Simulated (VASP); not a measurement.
Set up this calculation in VASP 6.6.1, as the native input.

```yaml
Task: single point
Functional: PBEsol
Potentials_or_basis: VASP PAW PBE potentials, release 64 (Rh_pv, C)
Cutoff: 520 eV
k_mesh: 18 × 18 × 18
Occupations: gaussian, width 0.05 eV
Spin: no spin polarisation
Dipole_correction: no
Further_INCAR_settings: ALGO = Normal; EDIFF = 1e-06; NBANDS = 18
```

The structure of RhC2 lies in POSCAR:

```
RhC2
1.0
    0.0000000000      2.4412493123      2.4412493123
    2.4412493123      0.0000000000      2.4412493123
    2.4412493123      2.4412493123      0.0000000000
Rh C
1 2
Direct
    0.0000000000      0.0000000000      0.0000000000
    0.2500000000      0.2500000000      0.2500000000
    0.7500000000      0.7500000000      0.7500000000
```

These files were run (other wordings do the same):

INCAR

```
SYSTEM = RhC2
ALGO = Normal
EDIFF = 1E-6
ENCUT = 520
GGA = PS
ISIF = 2
ISMEAR = 0
LASPH = .TRUE.
LCHARG = .FALSE.
LREAL = .FALSE.
LWAVE = .FALSE.
NBANDS = 18
NELM = 100
PREC = Accurate
SIGMA = 0.05
```

KPOINTS

```
k-points
0
G
  18 18 18
  0 0 0
```

Potentials or basis: VASP PAW PBE potentials, release 64 (Rh_pv, C).

Run with:

```console
$ cat potpaw_PBE.64/Rh_pv/POTCAR potpaw_PBE.64/C/POTCAR > POTCAR
$ mpirun -np 1 vasp_std > vasp.out
```

Results of the run:

```yaml
Pressure: 0.1 GPa
Band_gap_on_the_k_mesh: zero (an odd number of electrons rules out a gap without spin polarisation)
```

Caveat: the PAW data sets were made with another functional, which shifts forces and pressure a little.

Run time: 2.3 min on 1 thread of Intel Xeon 8259CL (shared host), peak memory 0.23 GiB.
